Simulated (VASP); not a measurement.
Set up this calculation in VASP 6.6.1, as the native input.

```yaml
Task: single point
Functional: PBE
Potentials_or_basis: VASP PAW PBE potentials, release 64 (Tm_3, P), 4f in core
Cutoff: 500 eV
k_mesh: 10 × 10 × 10
Occupations: gaussian, width 0.1 eV
Spin: no spin polarisation
Dipole_correction: no
Further_INCAR_settings: ALGO = Normal; EDIFF = 1e-06; NBANDS = 28
```

The structure of TmP2 lies in POSCAR:

```
TmP2
1.0
    0.0000000000      3.7624221226      3.7624221226
    3.7624221226      0.0000000000      3.7624221226
    3.7624221226      3.7624221226      0.0000000000
Tm P
2 4
Direct
    0.0000000000      0.0000000000      0.0000000000
    0.2500000000      0.2500000000      0.2500000000
    0.1250000000      0.6250000000      0.6250000000
    0.6250000000      0.6250000000      0.6250000000
    0.6250000000      0.6250000000      0.1250000000
    0.6250000000      0.1250000000      0.6250000000
```

These files were run (other wordings do the same):

INCAR

```
SYSTEM = TmP2
  ALGO = Normal
  EDIFF = 1E-6
  ENCUT = 500
  GGA = PE
  GGA_COMPAT = .False.
  ISIF = 2
  ISMEAR = 0
  LASPH = .True.
  LCHARG = .False.
  LMAXMIX = 6
  LREAL = .False.
  LWAVE = .False.
  NBANDS = 28
  NELM = 200
  PREC = Accurate
  SIGMA = 0.1
```

KPOINTS

```
k-points
0
Gamma
  10 10 10
  0 0 0
```

Potentials or basis: VASP PAW PBE potentials, release 64 (Tm_3, P), 4f in core.

The run is started by

```console
$ cat potpaw_PBE.64/Tm_3/POTCAR potpaw_PBE.64/P/POTCAR > POTCAR
$ mpirun -np 1 vasp_std > vasp.out
```

Results of the run:

The pressure is 0.0 GPa. The band gap on the k mesh is zero (bands 19 and 20 overlap by 2.86 eV).

Caveat: spin-orbit coupling is left out, which moves the levels of the heavy elements; the 4f electrons are frozen in the core, so they carry no moment and show no levels.

Run time: 91 s on 1 thread of Intel(R) Xeon(R) Platinum 8559C (Emerald Rapids) (shared host), peak memory 0.29 GiB.
